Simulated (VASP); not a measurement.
Here is a VASP 6.6.1 calculation.

Contents of INCAR:

```
SYSTEM = SnO2
  ALGO = Normal
  EDIFF = 1E-6
  ENCUT = 520
  GGA = PE
  ISIF = 2
  ISMEAR = -1
  LASPH = .True.
  LCHARG = .True.
  LELF = .True.
  LREAL = .False.
  LVHAR = .True.
  LWAVE = .False.
  NBANDS = 20
  NELM = 60
  PREC = Accurate
  SIGMA = 0.05
```

The input KPOINTS:

```
k-points
0
Gamma
  9 9 9
  0 0 0
```

The input POSCAR:

```
SnO2
1.0
    0.0000000000      2.5741500000      2.5741500000
    2.5741500000      0.0000000000      2.5741500000
    2.5741500000      2.5741500000      0.0000000000
Sn O
1 2
Direct
   -0.0027650000     -0.0182110000      0.0218970000
    0.7469760000      0.7521670000      0.7595630000
    0.2342790000      0.2753380000      0.2411290000
```

Potentials or basis: VASP PAW PBE potentials, release 64 (Sn_d, O).

Run with:

```bash
$ cat potpaw_PBE.64/Sn_d/POTCAR potpaw_PBE.64/O/POTCAR > POTCAR
$ mpirun -np 1 vasp_std > vasp.out
```

Problem. Estimate the largest force.

Solution. 1.206 eV/Å.

Problem. Predict the pressure.

Solution. 1.3 GPa.

Problem. Estimate the band gap on the k mesh.

Solution. Zero (band 13 reaches 7.32 eV, above the bottom of band 14 at 7.16 eV).

Stress tensor (GPa, compression positive):
```
 1.07 -0.78  1.31
-0.78  1.76 -1.06
 1.31 -1.06  1.04
```

Caveat: the cell differs from its parent crystal (atoms moved at random); spin-orbit coupling is left out, which moves the levels of the heavy elements; forces of over 1 eV/Å act on the atoms, so gaps and moduli don't describe the material at rest.
